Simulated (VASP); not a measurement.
# Ga2N (P6/mmm) in VASP: single point with PBE

Aim: the single point of Ga2N with PBE.

Program: VASP 6.6.1. These are calculated values, not measurements. Logs are shortened: lines on timing, memory, paths and dates and some standing lists are left out, and cuts for length are marked.

## Step 1: The cell of the first run

The structure is hexagonal, space group P6/mmm (No. 191). The conventional cell has a = 4.291 Å, b = 4.291 Å, c = 2.986 Å, α = 90.00°, β = 90.00°, γ = 120.00°. Within 3.3 Å of Ga (site symmetry -6m2) lie 5 Ga at 2.48 to 2.99 Å and 6 N at 2.89 Å. N (site symmetry 6/mmm) has 12 Ga at 2.89 Å and 2 N at 2.99 Å within 3.8 Å.

## Step 2: Single point, PBE

INCAR

```
ALGO = Normal
EDIFF = 1E-7
ENCUT = 520
GGA = PE
ISIF = 2
ISMEAR = 0
LASPH = True
LCHARG = False
LREAL = False
LWAVE = False
NBANDS = 22
NELM = 80
PREC = Accurate
SIGMA = 0.1
```

KPOINTS

```
k-points
0
Gamma
  6 6 6
```

POSCAR

```
Ga2N
1.0
    4.2914595500      0.0000000000      0.0000000000
   -2.1457297700      3.7165129900      0.0000000000
    0.0000000000      0.0000000000      2.9858297800
Ga N
2 1
Direct
    0.3333333300      0.6666666700      0.5000000000
    0.6666666700      0.3333333300      0.5000000000
    0.0000000000      0.0000000000      0.0000000000
```

Potentials or basis: VASP PAW PBE potentials, release 64 (Ga_d, N).

Run with:

```bash
> cat potpaw_PBE.64/Ga_d/POTCAR potpaw_PBE.64/N/POTCAR > POTCAR
> mpirun -np 1 vasp_std > vasp.out
```

OUTCAR:

```text
EDIFF = 1E-7
   ENCUT = 520
   GGA = PE
   ISIF = 2
   ISMEAR = 0
   LASPH = True
   LREAL = False
   NELM = 80
   PREC = Accurate

 ion  position               nearest neighbor table
   1  0.333  0.667  0.500-   2 2.48   2 2.48   2 2.48
   2  0.667  0.333  0.500-   1 2.48   1 2.48   1 2.48
   3  0.000  0.000  0.000-

  LATTYP: Found a hexagonal cell.
 ALAT       =     4.2914595500
 C/A-ratio  =     0.6957609049

  Lattice vectors:

 A1 = (   4.2914595500,   0.0000000000,   0.0000000000)
 A2 = (  -2.1457297700,   3.7165129900,   0.0000000000)
 A3 = (   0.0000000000,   0.0000000000,   2.9858297800)

Analysis of symmetry for initial positions (statically):
=====================================================================
 Subroutine PRICEL returns:
 Original cell was already a primitive cell.

 Routine SETGRP: Setting up the symmetry group for a
 hexagonal supercell.

 Subroutine GETGRP returns: Found 24 space group operations
 (whereof 24 operations were pure point group operations)
 out of a pool of 24 trial point group operations.

The static configuration has the point symmetry D_6h.

Analysis of symmetry for dynamics (positions and initial velocities):
=====================================================================
 Subroutine PRICEL returns:
 Original cell was already a primitive cell.

 Routine SETGRP: Setting up the symmetry group for a
 hexagonal supercell.

 Subroutine GETGRP returns: Found 24 space group operations
 (whereof 24 operations were pure point group operations)
 out of a pool of 24 trial point group operations.

The dynamic configuration has the point symmetry D_6h.

 Subroutine INISYM returns: Found 24 space group operations
 (whereof 24 operations are pure point group operations),
 and found     1 'primitive' translations

----------------------------------------------------------------------------------------

                                     Primitive cell

  volume of cell :      47.6218

  direct lattice vectors                    reciprocal lattice vectors
     4.291459550  0.000000000  0.000000000     0.233020954  0.134534710  0.000000000
    -2.145729770  3.716512990  0.000000000     0.000000000  0.269069421  0.000000000
     0.000000000  0.000000000  2.985829780     0.000000000  0.000000000  0.334915274

  length of vectors
     4.291459550  4.291459548  2.985829780     0.269069421  0.269069421  0.334915274

  position of ions in fractional coordinates (direct lattice)
     0.333333330  0.666666670  0.500000000
     0.666666670  0.333333330  0.500000000
     0.000000000  0.000000000  0.000000000

  ion indices of the primitive-cell ions
   primitive index   ion index
                 1           1
                 2           2
                 3           3

----------------------------------------------------------------------------------------

 KPOINTS: k-points

Automatic generation of k-mesh.
 Grid dimensions read from file:
 generate k-points for:    6    6    6

 Generating k-lattice:

  Cartesian coordinates                     Fractional coordinates (reciprocal lattice)
     0.038836826  0.022422452  0.000000000     0.166666667  0.000000000  0.000000000
     0.000000000  0.044844904  0.000000000     0.000000000  0.166666667  0.000000000
     0.000000000  0.000000000  0.055819212     0.000000000  0.000000000  0.166666667

  Length of vectors
     0.044844904  0.044844904  0.055819212

  Shift w.r.t. Gamma in fractional coordinates (k-lattice)
     0.000000000  0.000000000  0.000000000

 Subroutine IBZKPT returns following result:
 ===========================================

 Found     28 irreducible k-points:

 Following reciprocal coordinates:
            Coordinates               Weight
  0.000000  0.000000  0.000000      1.000000
  0.166667  0.000000  0.000000      6.000000
  0.333333  0.000000  0.000000      6.000000
  0.500000 -0.000000  0.000000      3.000000
  0.166667  0.166667  0.000000      6.000000
  0.333333  0.166667  0.000000     12.000000
[... 16 lines left out ...]
  0.166667  0.000000  0.500000      6.000000
  0.333333  0.000000  0.500000      6.000000
 [... further k-points ...]
   k-points           NKPTS =     28   k-points in BZ     NKDIM =     28   number of bands    NBANDS=     22
   number of dos      NEDOS =    301   number of ions     NIONS =      3
   total plane-waves  NPLWV =  24576
   dimension x,y,z NGX =    32 NGY =   32 NGZ =   24
   dimension x,y,z NGXF=    64 NGYF=   64 NGZF=   48
   ions per type =               2   1
   NGX,Y,Z   is equivalent  to a cutoff of  12.40, 12.40, 13.36 a.u.
   NGXF,Y,Z  is equivalent  to a cutoff of  24.79, 24.79, 26.73 a.u.
 SYSTEM =  unknown system
   PREC   = accura    normal or accurate (medium, high low for compatibility)
   ISTART =      0    job   : 0-new  1-cont  2-samecut
   ICHARG =      2    charge: 1-file 2-atom 10-const
   ISPIN  =      1    spin polarized calculation?
   LNONCOLLINEAR =      F non collinear calculations
   LSORBIT =      F    spin-orbit coupling
   LASPH  =      T    aspherical Exc in radial PAW
   ENCUT  =  520.0 eV  38.22 Ry    6.18 a.u.   7.98  7.98  5.55*2*pi/ulx,y,z
   NELM   =     80;   NELMIN=  2; NELMDL= -5     # of ELM steps
   EDIFF  = 0.1E-06   stopping-criterion for ELM
   LREAL  =      F    real-space projection
   EDIFFG = 0.1E-05   stopping-criterion for IOM
   NSW    =      0    number of steps for IOM
   IBRION =     -1    ionic relax: 0-MD 1-quasi-New 2-CG
   NFREE  =      0    steps in history (QN), initial steepest desc. (CG)
   ISIF   =      2    stress and relaxation
   ISYM   =      2    0-nonsym 1-usesym 2-fastsym
   POTIM  = 0.5000    time-step for ionic-motion
   TEBEG  =    0.0;   TEEND  =   0.0 temperature during run
   PSTRESS=    0.0 pullay stress
   NELECT =      31.0000    total number of electrons
   NUPDOWN=      -1.0000    fix difference up-down
   EMIN   =  10.00;   EMAX   =-10.00  energy-range for DOS
   EFERMI =   0.00;   METHOD = LEGACY
   ISMEAR =     0;   SIGMA  =   0.10  broadening in eV -4-tet -1-fermi 0-gaus
   EFERMI_NEDOS =   21; number of points for ismear=-14 and -15
   IALGO  =     38    algorithm
   IMIX   =      4    mixing-type and parameters
     AMIX     =   0.40;   BMIX     =  1.00
     AMIX_MAG =   1.60;   BMIX_MAG =  1.00
  volume/ion in A,a.u.               =      15.87       107.12
  Fermi-wavevector in a.u.,A,eV,Ry     =   1.418818  2.681178 27.389150  2.013046
  Thomas-Fermi vector in A             =   2.539904
   LORBIT       =      0    0 simple, 1 ext, 2 COOP (PROOUT), +10 PAW based schemes
   GGA     = PE    functional components
   LHFCALC =     F    Hartree Fock is set to
   AEXX    =    0.0000 exact exchange contribution
   IVDW    =     0    specifies the selected vdW correction
   LEPSILON=     F    determine dielectric tensor
   LRPA    =     F    only Hartree local field effects (RPA)
 non-spin polarized calculation
 Gauss-broadening in eV      SIGMA  =   0.10
  energy-cutoff  :      520.00
  volume of cell :       47.62
 maximum number of plane-waves:      1296
 NGX is ok and might be reduce to    32
   NGX = 15   NGY = 15   NGZ = 11

 number of electron      31.0000002 magnetization

 Free energy of the ion-electron system (eV)
  ---------------------------------------------------
  ext. energy  EPLUGINS =         0.00000000
  ---------------------------------------------------
  free energy    TOTEN  =       -10.07484524 eV

  energy without entropy =      -10.06985611  energy(sigma->0) =      -10.07235067

 E-fermi :   4.4743     XC(G=0): -10.9460

 val. band max:        4.4611832118   @ k =   0.1667   0.0000   0.5000
 cond. band min:       4.5787114375   @ k =   0.3333   0.3333   0.1667
 fundamental gap:      0.1175282256
 Fermi energy:         4.4742605623

 k-point     1 :       0.0000    0.0000    0.0000
  band No.  band energies     occupation
      1     -10.6927      2.00000
      2     -10.5096      2.00000
      3     -10.5096      2.00000
      4     -10.4245      2.00000
      5     -10.4245      2.00000
      6     -10.3626      2.00000
[... 14 lines left out ...]
     21      12.6051      0.00000
     22      13.5163      0.00000

 k-point     2 :       0.1667    0.0000    0.0000
  band No.  band energies     occupation
      1     -10.6821      2.00000
      2     -10.5677      2.00000
      3     -10.5661      2.00000
      4     -10.4302      2.00000
      5     -10.4160      2.00000
      6     -10.3658      2.00000
[... 14 lines left out ...]
     21      12.7496      0.00000
     22      14.1731      0.00000

 k-point     3 :       0.3333    0.0000    0.0000
  band No.  band energies     occupation
      1     -10.6883      2.00000
      2     -10.6343      2.00000
      3     -10.6241      2.00000
      4     -10.4408      2.00000
      5     -10.3957      2.00000
      6     -10.3866      2.00000
[... 14 lines left out ...]
     21      13.2620      0.00000
     22      15.4398      0.00000

 k-point     4 :       0.5000   -0.0000    0.0000
  band No.  band energies     occupation
      1     -10.7158      2.00000
      2     -10.6598      2.00000
      3     -10.6208      2.00000
      4     -10.4458      2.00000
      5     -10.3985      2.00000
      6     -10.3827      2.00000
[... 14 lines left out ...]
     21      14.1280      0.00000
     22      14.6055      0.00000

 k-point     5 :       0.1667    0.1667    0.0000
  band No.  band energies     occupation
      1     -10.6878      2.00000
      2     -10.6338      2.00000
      3     -10.5982      2.00000
      4     -10.4408      2.00000
      5     -10.3976      2.00000
      6     -10.3606      2.00000
[... 417 lines left out ...]
 k-point    22 :       0.0000    0.0000    0.5000
  band No.  band energies     occupation
      1     -10.5404      2.00000
      2     -10.5342      2.00000
      3     -10.5342      2.00000
      4     -10.4958      2.00000
      5     -10.4958      2.00000
      6     -10.3022      2.00000
[... 14 lines left out ...]
     21      10.6284      0.00000
     22      10.6284      0.00000

 k-point    23 :       0.1667    0.0000    0.5000
  band No.  band energies     occupation
      1     -10.5653      2.00000
      2     -10.5499      2.00000
      3     -10.5445      2.00000
      4     -10.5297      2.00000
      5     -10.5178      2.00000
      6     -10.3123      2.00000
[... 14 lines left out ...]
     21      11.7526      0.00000
     22      12.2008      0.00000

 k-point    24 :       0.3333    0.0000    0.5000
  band No.  band energies     occupation
      1     -10.6350      2.00000
      2     -10.6173      2.00000
      3     -10.5631      2.00000
      4     -10.5347      2.00000
      5     -10.5060      2.00000
      6     -10.3443      2.00000
[... 14 lines left out ...]
     21      13.6532      0.00000
     22      14.2043      0.00000

 [... further k-points ...]

------------------------ aborting loop because EDIFF is reached ----------------------------------------

  FORCE on cell =-STRESS in cart. coord.  units (eV):
  Direction    XX          YY          ZZ          XY          YZ          ZX
  --------------------------------------------------------------------------------------
  -------------------------------------------------------------------------------------
  Total       -0.5404944     -0.5404944     -0.9776449     -0.0000000     -0.0000000      0.0000000
  in kB      -18.1842768    -18.1842768    -32.8916762     -0.0000000     -0.0000000      0.0000000
  external PRESSURE =     -23.0867432 kB  Pullay stress =       0.0000000 kB

 VOLUME and BASIS-vectors are now :
 -----------------------------------------------------------------------------
  energy-cutoff  :      520.00
  volume of cell :       47.62
      direct lattice vectors                 reciprocal lattice vectors
     4.291459550  0.000000000  0.000000000     0.233020954  0.134534710  0.000000000
    -2.145729770  3.716512990  0.000000000     0.000000000  0.269069421  0.000000000
     0.000000000  0.000000000  2.985829780     0.000000000  0.000000000  0.334915274

 POSITION                                       TOTAL-FORCE (eV/Angst)
 -----------------------------------------------------------------------------------
     -0.00000      2.47768      1.49291        -0.000000      0.000000      0.000000
      2.14573      1.23884      1.49291         0.000000     -0.000000      0.000000
      0.00000      0.00000      0.00000        -0.000000     -0.000000      0.000000
 -----------------------------------------------------------------------------------
    total drift:                               -0.000000      0.000000     -0.000000

  FREE ENERGIE OF THE ION-ELECTRON SYSTEM (eV)
  ---------------------------------------------------
  free  energy   TOTEN  =       -10.0748452405 eV

  energy  without entropy=      -10.0698561085  energy(sigma->0) =      -10.07235067
```

Run time: 27 s. Hardware: 1 thread of Intel Xeon 8259CL, shared host; peak memory 0.17 GiB.

What came out:

```
Free energy : -10.0748 eV
Pressure    : -2.3 GPa
```

Stress tensor (GPa, compression positive):
```
-1.82  0.00  0.00
 0.00 -1.82  0.00
 0.00  0.00 -3.29
```
